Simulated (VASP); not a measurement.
Here is a VASP 6.6.1 calculation.

File POSCAR:

```
KZn4C3
1.0
    3.4325973359      0.0004755619     -0.0007240545
   -1.7159161964      3.0044366163     -0.0013966856
    0.0006484316     -2.0078030525     10.2172305528
K Zn C
1 4 3
Direct
    0.4852432257      0.9854905509      0.4983443938
    0.2901897633      0.5956116430      0.9173211645
    0.6803570771      0.3758027643      0.0793170674
    0.0698392063      0.1545747306      0.2570933201
    0.9005215117      0.8165509544      0.7396477419
    0.2243175533      0.4637384182      0.7177872957
    0.7459943717      0.5071490173      0.2788415443
   -0.0148497091     -0.0144810786      0.9982064723
```

Contents of INCAR.step1:

```
ALGO = Normal ; EDIFF = 1E-4
ENCUT = 520 ; GGA = PE
ISMEAR = -1 ; LASPH = True
LCHARG = False ; LREAL = False
LWAVE = True ; NBANDS = 44
NELM = 100 ; PREC = Accurate
SIGMA = 0.1
```

Contents of INCAR.step2:

```
ALGO = Normal ; EDIFF = 1E-7
ENCUT = 520 ; ISIF = 2
ISMEAR = -1 ; ISTART = 1
LASPH = True ; LCHARG = True
LELF = True ; LMIXTAU = True
LREAL = False ; LVHAR = True
LWAVE = False ; METAGGA = R2SCAN
NBANDS = 44 ; NELM = 100
PREC = Accurate ; SIGMA = 0.1
```

Contents of KPOINTS:

```
Automatic mesh
0
Gamma
  6 6 2
  0 0.5 0
```

Potentials or basis: VASP PAW PBE potentials, release 64 (K_sv, Zn, C).

Launch:

```sh
$ cat potpaw_PBE.64/K_sv/POTCAR potpaw_PBE.64/Zn/POTCAR potpaw_PBE.64/C/POTCAR > POTCAR
$ cp INCAR.step1 INCAR
$ mpirun -np 1 vasp_std > vasp.out
$ cp INCAR.step2 INCAR
$ mpirun -np 1 vasp_std > vasp.out
```

Question: Predict the largest force.

Answer: 0.043 eV/Å.

Question: What does it give for the pressure?

Answer: 5.6 GPa.

Stress tensor (GPa, compression positive):
```
 5.63  0.00  0.01
 0.00  5.69 -0.03
 0.01 -0.03  5.51
```

Caveat: the PAW data sets were made with another functional, which shifts forces and pressure a little.
